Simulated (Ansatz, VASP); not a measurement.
# In: VASP beside Ansatz

```
In
1.0
     1.57732    0.91067    8.24612
    -1.57732    0.91067    8.24612
     0.00000   -1.82134    8.24612
In
3
Direct
  0.00000 0.00000 0.00000
  0.78100 0.78100 0.78100
  0.21900 0.21900 0.21900
```

Alike in both runs: task single point; functional PBE; k mesh 15 × 15 × 15; occupations gaussian, width 0.1 eV; no spin polarisation.

```csv
,VASP,Ansatz
version,VASP 6.6.1,Ansatz 0.2.0
potentials or method,"VASP PAW PBE potentials, release 64 (In_d), cutoff 520 eV","scalar-relativistic, plane waves, PAW"
valence electrons in the cell,39,39
```

Ansatz gave:

```
gap on the k mesh at the Fermi level (eV)                     : none
pressure (GPa)                                                : 8.2
traceless stress, the component that is largest in VASP (GPa) : -1.58
rms of the force components (eV/Å)                            : 0.211
```

Q: Which values does VASP return?

A: gap on the k mesh at the Fermi level (eV): none; pressure (GPa): 8.3; traceless stress, the component that is largest in VASP (GPa): -1.59; rms of the force components (eV/Å): 0.212.

Atom by atom the forces differ by 0.001 eV/Å (rms over components). A gap of «none» marks a metal or a gap that the smearing closes. With one functional, cell and mesh, what is left measures potentials, basis and numerics.
